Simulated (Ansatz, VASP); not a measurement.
## LaMg3 in VASP and in Ansatz

Contents of INCAR:

```
SYSTEM = LaMg3
PREC = Accurate
ENCUT = 520
EDIFF = 1E-6
ISMEAR = -1
SIGMA = 0.1
LREAL = .False.
LASPH = .True.
NELM = 80
ALGO = Normal
ISIF = 2
LWAVE = .False.
LCHARG = .False.
GGA = CA
NBANDS = 16
```

File KPOINTS:

```
Automatic mesh
0
Gamma
  5 5 5
  0 0 0
```

POSCAR

```
LaMg3
1.0
    4.8263130000      0.0000000000      0.0000000000
    0.0000000000      4.8263130000      0.0000000000
    0.0000000000      0.0000000000      4.8263130000
La Mg
1 3
Direct
    0.0000000000     -0.0041439501      0.0000000000
    0.5000000000      0.5000000000      0.0000000000
    0.5000000000      0.0000000000      0.5000000000
    0.0000000000      0.5000000000      0.5000000000
```

Input for Ansatz:

```yaml
crystal:
  lattice:
    - [4.826313, 0.0, 0.0]
    - [0.0, 4.826313, 0.0]
    - [0.0, 0.0, 4.826313]
  atoms:
    - { symbol: La, position: [0.0, -0.0041439500504836715, 0.0] }
    - { symbol: Mg, position: [0.5, 0.5, 0.0] }
    - { symbol: Mg, position: [0.5, 0.0, 0.5] }
    - { symbol: Mg, position: [0.0, 0.5, 0.5] }
kpoints:
  mp_grid:
    grid: [5, 5, 5]
hamiltonian:
  xc: lda
scf:
  occupations:
    method: fermi_dirac
output:
  forces: true
```

Alike in both runs: task single point; functional LDA; k mesh 5 × 5 × 5; no spin polarisation.

|  | VASP | Ansatz |
| --- | --- | --- |
| version | VASP 6.6.1 | Ansatz 0.2.0 |
| potentials or method | VASP PAW LDA potentials, release 64 (La, Mg) | plane waves, PAW |
| plane-wave cutoff (eV) | 520 | 420 |
| occupations | fermi-dirac, width 0.1 eV | fermi-dirac |
| valence electrons in the cell | 17 | 41 |

```csv
,VASP,Ansatz,Ansatz less VASP
rms of the force components (eV/Å),0.031,0.031,-0.0002
```

LDA's correlation is that of Perdew and Zunger in VASP and of Perdew and Wang (1992) in Ansatz. Atom by atom the forces differ by 0.000 eV/Å (rms over components). VASP's potentials hold 17 valence electrons a cell and Ansatz's 41, so a difference there can come from the potentials and not from the codes.

Spin-orbit coupling is off throughout.
